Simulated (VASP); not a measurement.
# TiN (Fm-3m) in VASP: further runs

TiN is run at these levels: LDA+U; tasks: single point.

All numbers are computed with VASP 6.6.1; they aren't measurements. Logs are shortened: lines on timing, memory, paths and dates and some standing lists are left out, and cuts for length are marked.

**1. The cell of the first run**

The structure is cubic, space group Fm-3m (No. 225). Conventional cell: a = 4.490 Å, b = 4.490 Å, c = 4.490 Å, α = 90.00°, β = 90.00°, γ = 90.00°. Ti (site symmetry m-3m) has 6 N at 2.24 Å within 3.0 Å. N (site symmetry m-3m) has 6 Ti at 2.24 Å within 3.0 Å.

**2. Single point, LDA+U, collinear spin**

INCAR

```
SYSTEM = TiN
ALGO     = Normal         ! electronic algorithm
EDIFF    = 1E-6           ! SCF threshold, eV
ENCUT    = 520            ! plane-wave cutoff, eV
ISIF     = 2              ! what is computed and relaxed
ISMEAR   = 0              ! smearing method
ISPIN    = 2              ! spin polarisation
LASPH    = .TRUE.         ! aspherical terms in the spheres
LCHARG   = .FALSE.        ! write CHGCAR
LDAU     = .TRUE.         ! DFT+U
LDAUJ    = 0 0          
LDAUL    = 2 -1           ! shell
LDAUPRINT= 1            
LDAUTYPE = 2            
LDAUU    = 7 0            ! U, eV
LMAXMIX  = 4              ! l up to which the mixer works
LORBIT   = 11             ! projections on sites
LREAL    = .FALSE.        ! projectors in reciprocal space
LWAVE    = .FALSE.        ! write WAVECAR
MAGMOM   = 1 1 0 0        ! initial moments
NBANDS   = 29             ! bands
NELM     = 150            ! most SCF steps
PREC     = Accurate       ! precision mode
SIGMA    = 0.05           ! smearing width, eV
```

KPOINTS

```
k-points
0
G
  7 7 7
  0 0 0
```

POSCAR

```
TiN
1.0
    0.0000000000      2.2447686400      2.2447686400
    2.2447686400      0.0000000000      2.2447686400
    4.4895372800      4.4895372800      0.0000000000
Ti N
2 2
Direct
    0.5000000000      0.5000000000      0.2500000000
    0.5000000000      0.5000000000      0.7500000000
    0.0000000000      0.0000000000      0.0000000000
    0.0000000000      0.0000000000      0.5000000000
```

Potentials or basis: VASP PAW LDA potentials, release 64 (Ti_sv, N).

Command:

```sh
> cat potpaw_LDA.64/Ti_sv/POTCAR potpaw_LDA.64/N/POTCAR > POTCAR
> mpirun -np 1 vasp_std > vasp.out
```

OUTCAR:

```text
SYSTEM = TiN
   EDIFF = 1E-6
   ENCUT = 520
   ISIF = 2
   ISMEAR = 0
   ISPIN = 2
   LASPH = .TRUE.
   LORBIT = 11
   LREAL = .FALSE.
   NELM = 150
   PREC = Accurate

 ion  position               nearest neighbor table
   1  0.500  0.500  0.250-   3 2.24   3 2.24   4 2.24   3 2.24   4 2.24   4 2.24
   2  0.500  0.500  0.750-   4 2.24   3 2.24   4 2.24   3 2.24   4 2.24   3 2.24
   3  0.000  0.000  0.000-   2 2.24   1 2.24   2 2.24   1 2.24   2 2.24   1 2.24
   4  0.000  0.000  0.500-   1 2.24   1 2.24   2 2.24   1 2.24   2 2.24   2 2.24

  LATTYP: Found a trigonal (rhomboedric) cell.
 ALAT       =     5.4985377586
 COS(alpha) =     0.8333333333

  Lattice vectors:

 A1 = (   4.4895372800,   2.2447686400,  -2.2447686400)
 A2 = (   2.2447686400,   2.2447686400,  -4.4895372800)
 A3 = (   2.2447686400,   4.4895372800,  -2.2447686400)

Analysis of symmetry for initial positions (statically):
=====================================================================
 Subroutine PRICEL returns following result:

  LATTYP: Found a face centered cubic cell.
 ALAT       =     4.4895372800
[... 12 lines left out ...]
 Subroutine GETGRP returns: Found 12 space group operations
 (whereof 12 operations were pure point group operations)
 out of a pool of 12 trial point group operations.

The static configuration has the point symmetry D_3d.

Analysis of symmetry for dynamics (positions and initial velocities):
=====================================================================
 Subroutine PRICEL returns following result:

  LATTYP: Found a face centered cubic cell.
 ALAT       =     4.4895372800
[... 12 lines left out ...]
 Subroutine GETGRP returns: Found 12 space group operations
 (whereof 12 operations were pure point group operations)
 out of a pool of 12 trial point group operations.

The dynamic configuration has the point symmetry D_3d.

Analysis of structural, dynamic, and magnetic symmetry:
=====================================================================
 Subroutine PRICEL returns following result:

  LATTYP: Found a face centered cubic cell.
 ALAT       =     4.4895372800
[... 12 lines left out ...]
 Subroutine GETGRP returns: Found 12 space group operations
 (whereof 12 operations were pure point group operations)
 out of a pool of 12 trial point group operations.

The overall configuration has the point symmetry D_3d.

 Subroutine INISYM returns: Found 12 space group operations
 (whereof 12 operations are pure point group operations),
 and found     2 'primitive' translations

----------------------------------------------------------------------------------------

                                     Primitive cell

  volume of cell :      22.6227

  direct lattice vectors                    reciprocal lattice vectors
     0.000000000  2.244768640  2.244768640    -0.222740104  0.222740104  0.222740104
     2.244768640  0.000000000  2.244768640     0.222740104 -0.222740104  0.222740104
     2.244768640  2.244768640  0.000000000     0.222740104  0.222740104 -0.222740104

  length of vectors
     3.174582255  3.174582255  3.174582255     0.385797177  0.385797177  0.385797177

  position of ions in fractional coordinates (direct lattice)
     0.500000000  0.500000000  0.500000000
     0.000000000  0.000000000  0.000000000

  ion indices of the primitive-cell ions
[... 135 lines left out ...]
 -0.0000  0.0004 -0.0000 -0.0004  0.1519

 occupancies and eigenvectors

  o =  0.1130  v =  0.0000  0.0000  0.0000  0.0000  0.0000  0.5774 -0.5774 -0.0000 -0.5774 -0.0000      0.0000  0.0000  0.0000  0.0000  0.0000  0.0000  0.0000  0.0000  0.0000  0.0000
  o =  0.1134  v =  0.0000  0.0000  0.0000  0.0000  0.0000  0.4835 -0.3279  0.0076  0.8115  0.0104      0.0000  0.0000  0.0000  0.0000  0.0000  0.0000  0.0000  0.0000  0.0000  0.0000
  o =  0.1134  v =  0.0000  0.0000  0.0000  0.0000  0.0000  0.6578  0.7477  0.0104 -0.0898 -0.0076      0.0000  0.0000  0.0000  0.0000  0.0000  0.0000  0.0000  0.0000  0.0000  0.0000
  o =  0.1519  v =  0.0000  0.0000  0.0000  0.0000  0.0000  0.0000  0.0091 -0.0000 -0.0091  0.9999      0.0000  0.0000  0.0000  0.0000  0.0000  0.0000  0.0000  0.0000  0.0000  0.0000
  o =  0.1519  v =  0.0000  0.0000  0.0000  0.0000  0.0000  0.0105  0.0053 -0.9999  0.0053 -0.0000      0.0000  0.0000  0.0000  0.0000  0.0000  0.0000  0.0000  0.0000  0.0000  0.0000
  o =  0.1611  v = -0.0004  0.0204  0.0148 -0.0208  0.9995  0.0000  0.0000  0.0000  0.0000  0.0000      0.0000  0.0000  0.0000  0.0000  0.0000  0.0000  0.0000  0.0000  0.0000  0.0000
  o =  0.1611  v = -0.0238 -0.0122  0.9995 -0.0116 -0.0148  0.0000  0.0000  0.0000  0.0000  0.0000      0.0000  0.0000  0.0000  0.0000  0.0000  0.0000  0.0000  0.0000  0.0000  0.0000
  o =  0.2186  v =  0.6379 -0.1219  0.0228  0.7598  0.0182  0.0000  0.0000  0.0000  0.0000  0.0000      0.0000  0.0000  0.0000  0.0000  0.0000  0.0000  0.0000  0.0000  0.0000  0.0000
  o =  0.2186  v =  0.5091  0.8070  0.0182 -0.2979 -0.0228  0.0000  0.0000  0.0000  0.0000  0.0000      0.0000  0.0000  0.0000  0.0000  0.0000  0.0000  0.0000  0.0000  0.0000  0.0000
  o =  0.2212  v = -0.5774  0.5774 -0.0000  0.5774 -0.0000  0.0000  0.0000  0.0000  0.0000  0.0000      0.0000  0.0000  0.0000  0.0000  0.0000  0.0000  0.0000  0.0000  0.0000  0.0000

atom =   2  type =  1  l = 2

 onsite density matrix

spin component  1

  0.2194 -0.0009  0.0014 -0.0009  0.0000
 -0.0009  0.2194  0.0007  0.0009 -0.0012
  0.0014  0.0007  0.1611  0.0007 -0.0000
 -0.0009  0.0009  0.0007  0.2194  0.0012
  0.0000 -0.0012 -0.0000  0.0012  0.1611

spin component  2

  0.1132  0.0001 -0.0004  0.0001  0.0000
  0.0001  0.1132 -0.0002 -0.0001  0.0004
 -0.0004 -0.0002  0.1519 -0.0002 -0.0000
  0.0001 -0.0001 -0.0002  0.1132 -0.0004
  0.0000  0.0004 -0.0000 -0.0004  0.1519

 occupancies and eigenvectors

  o =  0.1130  v =  0.0000  0.0000  0.0000  0.0000  0.0000 -0.5774  0.5774  0.0000  0.5774  0.0000      0.0000  0.0000  0.0000  0.0000  0.0000  0.0000  0.0000  0.0000  0.0000  0.0000
  o =  0.1134  v =  0.0000  0.0000  0.0000  0.0000  0.0000  0.1521 -0.6186  0.0024  0.7707  0.0127      0.0000  0.0000  0.0000  0.0000  0.0000  0.0000  0.0000  0.0000  0.0000  0.0000
  o =  0.1134  v =  0.0000  0.0000  0.0000  0.0000  0.0000  0.8021  0.5328  0.0127  0.2693 -0.0024      0.0000  0.0000  0.0000  0.0000  0.0000  0.0000  0.0000  0.0000  0.0000  0.0000
  o =  0.1519  v =  0.0000  0.0000  0.0000  0.0000  0.0000  0.0004 -0.0089 -0.0426  0.0093 -0.9990      0.0000  0.0000  0.0000  0.0000  0.0000  0.0000  0.0000  0.0000  0.0000  0.0000
  o =  0.1519  v =  0.0000  0.0000  0.0000  0.0000  0.0000 -0.0105 -0.0056  0.9990 -0.0049 -0.0426      0.0000  0.0000  0.0000  0.0000  0.0000  0.0000  0.0000  0.0000  0.0000  0.0000
  o =  0.1611  v = -0.0008  0.0202  0.0322 -0.0210  0.9991  0.0000  0.0000  0.0000  0.0000  0.0000      0.0000  0.0000  0.0000  0.0000  0.0000  0.0000  0.0000  0.0000  0.0000  0.0000
  o =  0.1611  v = -0.0238 -0.0125  0.9991 -0.0112 -0.0322  0.0000  0.0000  0.0000  0.0000  0.0000      0.0000  0.0000  0.0000  0.0000  0.0000  0.0000  0.0000  0.0000  0.0000  0.0000
  o =  0.2186  v = -0.2522  0.5461 -0.0090 -0.7983 -0.0277  0.0000  0.0000  0.0000  0.0000  0.0000      0.0000  0.0000  0.0000  0.0000  0.0000  0.0000  0.0000  0.0000  0.0000  0.0000
  o =  0.2186  v =  0.7762  0.6065  0.0277  0.1697 -0.0090  0.0000  0.0000  0.0000  0.0000  0.0000      0.0000  0.0000  0.0000  0.0000  0.0000  0.0000  0.0000  0.0000  0.0000  0.0000
  o =  0.2212  v = -0.5774  0.5774 -0.0000  0.5774 -0.0000  0.0000  0.0000  0.0000  0.0000  0.0000      0.0000  0.0000  0.0000  0.0000  0.0000  0.0000  0.0000  0.0000  0.0000  0.0000

 number of electron      34.0000011 magnetization       0.7824663

 Free energy of the ion-electron system (eV)
  ---------------------------------------------------
  ext. energy  EPLUGINS =         0.00000000
  ---------------------------------------------------
  free energy    TOTEN  =       -31.85919679 eV

  energy without entropy =      -31.85697721  energy(sigma->0) =      -31.85808700

 E-fermi :  10.0382     XC(G=0): -12.4939

 val. band max:        9.9918647405   @ k =   0.1429   0.0000   0.1429
 cond. band min:      10.0396271057   @ k =  -0.2857   0.2857   0.1429
 fundamental gap:      0.0477623652
 Fermi energy:        10.0382330955

 spin component 1

 k-point     1 :       0.0000    0.0000    0.0000
  band No.  band energies     occupation
      1     -49.6288      1.00000
      2     -49.5851      1.00000
      3     -26.3380      1.00000
      4     -26.0556      1.00000
      5     -26.0556      1.00000
      6     -26.0232      1.00000
[... 1529 lines left out ...]
     28      18.4132      0.00000
     29      19.6935      0.00000

 [... further k-points ...]

------------------------ aborting loop because EDIFF is reached ----------------------------------------

  FORCE on cell =-STRESS in cart. coord.  units (eV):
  Direction    XX          YY          ZZ          XY          YZ          ZX
  --------------------------------------------------------------------------------------
  -------------------------------------------------------------------------------------
  Total       -8.3226587     -8.3226587     -8.3226587     -0.0149204      0.0149204      0.0149204
  in kB     -294.7120671   -294.7120671   -294.7120671     -0.5283447      0.5283447      0.5283447
  external PRESSURE =    -294.7120671 kB  Pullay stress =       0.0000000 kB

 VOLUME and BASIS-vectors are now :
 -----------------------------------------------------------------------------
  energy-cutoff  :      520.00
  volume of cell :       45.25
      direct lattice vectors                 reciprocal lattice vectors
     0.000000000  2.244768640  2.244768640    -0.222740104  0.222740104  0.222740104
     2.244768640  0.000000000  2.244768640     0.222740104 -0.222740104  0.222740104
     4.489537280  4.489537280  0.000000000     0.111370052  0.111370052 -0.111370052

 POSITION                                       TOTAL-FORCE (eV/Angst)
 -----------------------------------------------------------------------------------
      2.24477      2.24477      2.24477         0.000000      0.000000     -0.000000
      4.48954      4.48954      2.24477        -0.000000     -0.000000      0.000000
      0.00000      0.00000      0.00000        -0.000000      0.000000     -0.000000
      2.24477      2.24477      0.00000        -0.000000      0.000000     -0.000000
 -----------------------------------------------------------------------------------
    total drift:                               -0.000000     -0.000000     -0.000000

  FREE ENERGIE OF THE ION-ELECTRON SYSTEM (eV)
  ---------------------------------------------------
  free  energy   TOTEN  =       -31.8591967930 eV

  energy  without entropy=      -31.8569772145  energy(sigma->0) =      -31.85808700

 total charge

# of ion       s       p       d       tot
------------------------------------------
    1        2.175   6.179   1.604   9.958
    2        2.175   6.179   1.604   9.958
    3        1.217   2.425   0.000   3.643
    4        1.217   2.425   0.000   3.643
--------------------------------------------------
tot          6.784  17.209   3.208  27.201

 magnetization (x)

# of ion       s       p       d       tot
------------------------------------------
    1        0.002   0.001   0.335   0.338
    2        0.002   0.001   0.335   0.338
    3       -0.001  -0.015   0.000  -0.016
    4       -0.001  -0.015   0.000  -0.016
--------------------------------------------------
tot          0.001  -0.028   0.671   0.644
```

Run time: 84 s. Hardware: 1 thread of Intel Xeon Platinum 8488C (Sapphire Rapids), shared host; peak memory 0.21 GiB.

Results:

* Free energy: -31.8592 eV
* Pressure: -29.5 GPa
* Net moment: 0.78 μB per cell
* Site moments: Ti +0.34; N -0.02 μB
* Valence electrons inside the program's atomic spheres: Ti 9.96; N 3.64

Stress tensor (GPa, compression positive):
```
-29.47  -0.05   0.05
 -0.05 -29.47   0.05
  0.05   0.05 -29.47
```

Levels at points of the mesh, in eV from the Fermi level:
Spin up:
```csv
k point,band 15,band 16,band 17,band 18,band 19,band 20
"(0.00, 0.00, 0.00)",-2.30,-2.30,-0.82,-0.80,-0.80,0.58
```
Spin down:
| k point | band 14 | band 15 | band 16 | band 17 | band 18 | band 19 | band 20 | band 21 |
| --- | --- | --- | --- | --- | --- | --- | --- | --- |
| (0.00, 0.00, 0.00) | -2.30 | -2.30 | -2.30 | 0.09 | 0.09 | 0.09 | 0.85 | 0.85 |

Eigenvalues of the final occupation matrices:
```csv
site,spin,trace,eigenvalues
site 1 d,1,0.98,0.16 0.16 0.22 0.22 0.22
site 1 d,2,0.64,0.11 0.11 0.11 0.15 0.15
site 2 d,1,0.98,0.16 0.16 0.22 0.22 0.22
site 2 d,2,0.64,0.11 0.11 0.11 0.15 0.15
```

Caveat: the cell stands under tension.

**3. Single point, LDA+U, collinear spin**

INCAR

```
SYSTEM = TiN
ALGO     = Normal         ! electronic algorithm
EDIFF    = 1E-7           ! SCF threshold, eV
ENCUT    = 520            ! plane-wave cutoff, eV
GGA      = CA             ! functional
ISIF     = 2              ! what is computed and relaxed
ISMEAR   = 0              ! smearing method
ISPIN    = 2              ! spin polarisation
LASPH    = .TRUE.         ! aspherical terms in the spheres
LCHARG   = .TRUE.         ! write CHGCAR
LDAU     = .TRUE.         ! DFT+U
LDAUJ    = 0 0          
LDAUL    = 2 -1           ! shell
LDAUPRINT= 1            
LDAUTYPE = 2            
LDAUU    = 7 0            ! U, eV
LELF     = .TRUE.         ! ELF
LMAXMIX  = 4              ! l up to which the mixer works
LORBIT   = 11             ! projections on sites
LREAL    = .FALSE.        ! projectors in reciprocal space
LVHAR    = .TRUE.       
LWAVE    = .FALSE.        ! write WAVECAR
MAGMOM   = 0.71 0.71 -0.07 -0.07 ! initial moments
NBANDS   = 29             ! bands
NELM     = 150            ! most SCF steps
NUPDOWN  = 1.5            ! fixed moment
PREC     = Accurate       ! precision mode
SIGMA    = 0.05           ! smearing width, eV
```

KPOINTS is that of step 2.

POSCAR is that of step 2.

Potentials or basis: VASP PAW LDA potentials, release 64 (Ti_sv, N).

Command:

```sh
> cat potpaw_LDA.64/Ti_sv/POTCAR potpaw_LDA.64/N/POTCAR > POTCAR
> mpirun -np 1 vasp_std > vasp.out
```

Wall time 1.8 min (1 thread of Intel Xeon Platinum 8488C (Sapphire Rapids), shared host); peak memory 0.21 GiB.

Results (log left out):

```yaml
Free_energy: -31.8062 eV
Pressure: -26.8 GPa
Net_moment: 1.50 μB per cell
Site_moments: Ti +0.63; N -0.03 μB
Valence_electrons_inside_the_program's_atomic_spheres: Ti 9.97; N 3.65
```

Stress tensor (GPa, compression positive):
```
-26.78  -0.16   0.16
 -0.16 -26.78   0.16
  0.16   0.16 -26.78
```

Eigenvalues of the final occupation matrices:
```
    site  spin  trace               eigenvalues
site 1 d     1   1.14  0.16 0.16 0.27 0.27 0.27
site 1 d     2   0.50  0.07 0.07 0.07 0.15 0.15
site 2 d     1   1.14  0.16 0.16 0.27 0.27 0.27
site 2 d     2   0.50  0.07 0.07 0.07 0.15 0.15
```

Caveat: the cell stands under tension; the total moment is fixed, so each spin has its own Fermi level.
